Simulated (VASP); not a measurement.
Zr2Pd2Se:

```xyz
5
Lattice="3.4278 0.0000 0.0000 0.0000 3.9842 0.0000 0.0000 0.0000 7.8102" Properties=species:S:1:pos:R:3 pbc="T T T"
Zr    0.0000    1.9921    0.0000
Zr    0.0000    0.0000    0.0000
Pd    0.0000    0.0000    2.0065
Pd    0.0000    0.0000    5.8037
Se    1.7139    0.0000    3.9051
```

The cell was generated, and may not be a known phase.

- Program: VASP 6.6.1
- Task: relaxation of cell and atoms
- Functional: PBE
- Potentials or basis: VASP PAW PBE potentials, release 64 (Zr_sv, Pd, Se)
- Cutoff: 600 eV
- k mesh: 6 × 4 × 2
- Occupations: gaussian, width 0.1 eV
- Spin: no spin polarisation

At the start: pressure 54.6 GPa; volume 21.33 Å³/atom.

Task: Where does the relaxation end?

Result: Over 17 steps the energy falls by 2220.3 meV/atom and the volume is 29.61 Å³/atom (+38.8 %); space group Pmmm (No. 47, to 0.1 Å) before and after.

The path:
```csv
step,energy change (eV),largest force (eV/Å),pressure (GPa),volume (Å³)
1,0.0000,11.5653,54.63,106.66
2,-6.3648,0.7268,-7.76,249.39
3,-9.7638,0.1004,-3.54,162.20
4,-9.7694,0.0917,-3.20,160.97
5,-10.5706,1.1997,0.49,151.39
6,-10.5721,1.1440,0.24,151.75
7,-10.7087,0.9083,-0.25,151.87
8,-11.0098,0.1457,-0.97,151.85
9,-10.5488,1.6242,3.25,149.99
10,-11.0602,0.2575,-0.77,151.67
11,-11.0545,0.0705,0.94,146.43
12,-11.0972,0.0934,-0.07,149.13
13,-11.0972,0.0900,-0.05,149.08
14,-11.1003,0.0312,-0.32,148.92
15,-11.1004,0.0414,-0.27,148.95
16,-11.1008,0.0144,0.27,147.36
17,-11.1013,0.0264,0.03,148.05
```

Final structure:
```yaml
crystal:
  lattice:
    - [2.88793, 0.00000, 0.00000]
    - [0.00000, 5.53368, 0.00000]
    - [0.00000, 0.00000, 9.26419]
  atoms:
    - { symbol: Zr, position: [0.00000, 0.50000, 0.00000] }
    - { symbol: Zr, position: [0.00000, 0.00000, 0.00000] }
    - { symbol: Pd, position: [0.00000, 0.00000, 0.27257] }
    - { symbol: Pd, position: [0.00000, 0.00000, 0.72743] }
    - { symbol: Se, position: [0.50000, 0.00000, 0.50000] }
```

Caveat: the k points lie up to 0.36 Å⁻¹ apart in the final cell, too coarse for converged energies and pressures of a metal; the volume moved by over 15 % at a fixed basis, so the end points are rough.
